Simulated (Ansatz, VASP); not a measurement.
# W in VASP and in Ansatz

Contents of INCAR:

```
SYSTEM = W
PREC = Accurate
ENCUT = 500
EDIFF = 1E-6
ISMEAR = 0
SIGMA = 0.15
LREAL = .False.
LASPH = .True.
NELM = 120
ALGO = Normal
ISIF = 2
LWAVE = .False.
LCHARG = .True.
GGA = PS
LELF = .True.
LVHAR = .True.
NBANDS = 13
GGA_COMPAT = .False.
```

File KPOINTS:

```
regular mesh
0
Gamma
  22 22 22
  0 0 0
```

Contents of POSCAR:

```
W
1.0
    0.0000000000      2.0870677800      1.9319986440
    2.0870677800      0.0000000000      1.9319986440
    2.0870677800      2.0870677800      0.0000000000
W
1
Direct
    0.0000000000      0.0000000000      0.0000000000
```

Input for Ansatz:

```yaml
crystal:
  lattice:
    - [0.0, 2.08706778, 1.931998644]
    - [2.08706778, 0.0, 1.931998644]
    - [2.08706778, 2.08706778, 0.0]
  atoms:
    - { symbol: W, position: [0.0, 0.0, 0.0] }
basis:
  ecutwfc: 420
kpoints:
  mp_grid: { grid: [22, 22, 22] }
hamiltonian:
  xc: pbesol
  pseudopotentials: { kind: paw, azcp: { folder: soft_1 } }
scf:
  occupations: { method: gaussian, width: 0.15 }
output:
  forces: true
  stress: true
  eigenvalues: true
```

Alike in both runs: task single point; functional PBEsol; k mesh 22 × 22 × 22; occupations gaussian, width 0.15 eV; no spin polarisation.

```csv
,VASP,Ansatz
version,VASP 6.6.1,Ansatz 0.2.0
potentials or method,"VASP PAW PBE potentials, release 64 (W_sv), cutoff 500 eV","scalar-relativistic, plane waves, PAW"
valence electrons in the cell,14,14
```

VASP gave:

```
gap on the k mesh at the Fermi level (eV)                     : none
pressure (GPa)                                                : -14.0
traceless stress, the component that is largest in VASP (GPa) : -13.66
```

Task: Estimate Ansatz's values.

Result: gap on the k mesh at the Fermi level (eV): none; pressure (GPa): -14.4; traceless stress, the component that is largest in VASP (GPa): -13.59.

VASP's potentials were made for PBE, not for PBEsol, and Ansatz warns of the same on its side. A gap of «none» marks a metal or a gap that the smearing closes. With one functional, cell and mesh, what is left measures potentials, basis and numerics.

Neither program's run includes spin-orbit coupling.
